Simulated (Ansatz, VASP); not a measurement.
# One calculation of NaBe, two programs

```xyz
2
Lattice="3.3714 0.0000 0.0000 0.0000 3.3714 0.0000 0.0000 0.0000 3.3714" Properties=species:S:1:pos:R:3 pbc="T T T"
Na    0.0000    0.0000    0.0000
Be    1.6857    1.6857    1.6857
```

Alike in both runs: task relaxation of cell and atoms; functional PBE; k mesh 16 × 16 × 16; occupations gaussian, width 0.1 eV; no spin polarisation.

```csv
,VASP,Ansatz
version,VASP 6.6.1,Ansatz 0.2.0
potentials or method,"VASP PAW PBE potentials, release 64 (Na_pv, Be), cutoff 600 eV","scalar-relativistic, plane waves, PAW"
valence electrons in the cell,9,11
```

VASP gave:

* gap on the k mesh at the Fermi level, each at its own relaxed structure (eV): none
* relaxed volume (Å³/atom): 19.40
* relaxed length of the cell vector where the two differ most in proportion (Å): 3.386

What did Ansatz give for the same quantities?

gap on the k mesh at the Fermi level, each at its own relaxed structure (eV): none; relaxed volume (Å³/atom): 19.35; relaxed length of the cell vector where the two differ most in proportion (Å): 3.382.

A gap of «none» marks a metal or a gap that the smearing closes. VASP's potentials hold 9 valence electrons a cell and Ansatz's 11, so a difference there can come from the potentials and not from the codes.
